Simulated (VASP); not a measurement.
Set up this calculation in VASP 6.6.1, as the native input.

| Property | Result |
| --- | --- |
| Task | single point |
| Functional | PBE |
| Potentials or basis | VASP PAW PBE potentials, release 64 (C, Hg, O, As) |
| Cutoff | 520 eV |
| k mesh | 8 × 8 × 4 |
| Occupations | fermi-dirac, width 0.1 eV |
| Spin | no spin polarisation |
| Dipole correction | no |
| Further INCAR settings | ALGO = Normal; EDIFF = 1e-07; NBANDS = 37 |

The structure of HgAsCO lies in POSCAR:

```
HgAsCO
1.0
    4.1725143521      0.0000000000      0.0000000000
    0.0000000000      4.1725143521      0.0000000000
    0.0000000000      0.0000000000      7.3424070224
C Hg O As
2 2 2 2
Direct
    0.2500000000      0.2500000000      0.0276949764
    0.7500000000      0.7500000000      0.9723050236
    0.7500000000      0.2500000000      0.5000000000
    0.2500000000      0.7500000000      0.5000000000
    0.7500000000      0.2500000000      0.0000000000
    0.2500000000      0.7500000000      0.0000000000
    0.2500000000      0.2500000000      0.7585772545
    0.7500000000      0.7500000000      0.2414227455
```

The input as run:

INCAR

```
SYSTEM = HgAsCO
PREC = Accurate
ENCUT = 520
EDIFF = 1E-7
ISMEAR = -1
SIGMA = 0.1
LREAL = .FALSE.
LASPH = .TRUE.
NELM = 100
ALGO = Normal
ISIF = 2
LWAVE = .FALSE.
LCHARG = .FALSE.
GGA = PE
NBANDS = 37
```

KPOINTS

```
Automatic mesh
0
G
  8 8 4
  0 0 0
```

Potentials or basis: VASP PAW PBE potentials, release 64 (C, Hg, O, As).

Launch:

```sh
$ cat potpaw_PBE.64/C/POTCAR potpaw_PBE.64/Hg/POTCAR potpaw_PBE.64/O/POTCAR potpaw_PBE.64/As/POTCAR > POTCAR
$ mpirun -np 1 vasp_std > vasp.out
```

It gave:

```json
{"Pressure": "0.3 GPa", "Largest force": "0.072 eV/Å", "Band gap on the k mesh": "zero (band 27 reaches 4.08 eV, above the bottom of band 28 at 2.84 eV)"}
```

Caveat: spin-orbit coupling is left out, which moves the levels of the heavy elements.

Run time: 7.9 min on 1 thread of Intel Xeon 8259CL (shared host), peak memory 0.36 GiB.
